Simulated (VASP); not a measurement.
A run of VASP 6.6.1 is set up as follows.

INCAR

```
SYSTEM = Zn2Ag3
PREC = Accurate ; ENCUT = 600
EDIFF = 1E-6 ; ISMEAR = 0
SIGMA = 0.1 ; LREAL = .False.
LASPH = .True. ; NELM = 100
ALGO = Fast ; ISIF = 3
LWAVE = .False. ; LCHARG = .False.
GGA = PE ; IBRION = 2
NSW = 90 ; EDIFFG = -0.04
```

File KPOINTS:

```
Automatic mesh
0
Gamma
  4 4 4
  0 0 0
```

File POSCAR:

```
Zn2Ag3
1.0
    4.6020321300      0.0000000000      0.0000000000
    0.0000000000      4.6020321300      0.0000000000
    0.0000000000      0.0000000000      4.6020321300
Zn Ag
2 3
Direct
    0.5000000000      0.5000000000      0.5000000000
    0.0000000000      0.0000000000      0.0000000000
    0.0000000000      0.5000000000      0.5000000000
    0.5000000000      0.0000000000      0.5000000000
    0.5000000000      0.5000000000      0.0000000000
```

Potentials or basis: VASP PAW PBE potentials, release 64 (Zn, Ag).

Run with:

```sh
$ cat potpaw_PBE.64/Zn/POTCAR potpaw_PBE.64/Ag/POTCAR > POTCAR
$ mpirun -np 1 vasp_std > vasp.out
```

Question: Estimate the relaxed cell.

Answer: a = 4.865 Å, b = 4.865 Å, c = 4.865 Å, α = 90.00°, β = 90.00°, γ = 90.00°.

Question: Predict the relaxed volume.

Answer: 23.04 Å³/atom.

Question: Estimate the space group after relaxing (to 0.05 Å).

Answer: Pm-3m (No. 221).

Final structure:
```yaml
crystal:
  lattice:
    - [4.86546, 0.00000, 0.00000]
    - [0.00000, 4.86546, 0.00000]
    - [0.00000, 0.00000, 4.86546]
  atoms:
    - { symbol: Zn, position: [0.50000, 0.50000, 0.50000] }
    - { symbol: Zn, position: [0.00000, 0.00000, 0.00000] }
    - { symbol: Ag, position: [0.00000, 0.50000, 0.50000] }
    - { symbol: Ag, position: [0.50000, 0.00000, 0.50000] }
    - { symbol: Ag, position: [0.50000, 0.50000, 0.00000] }
```

Caveat: the volume moved by over 15 % at a fixed basis, so the end points are rough.
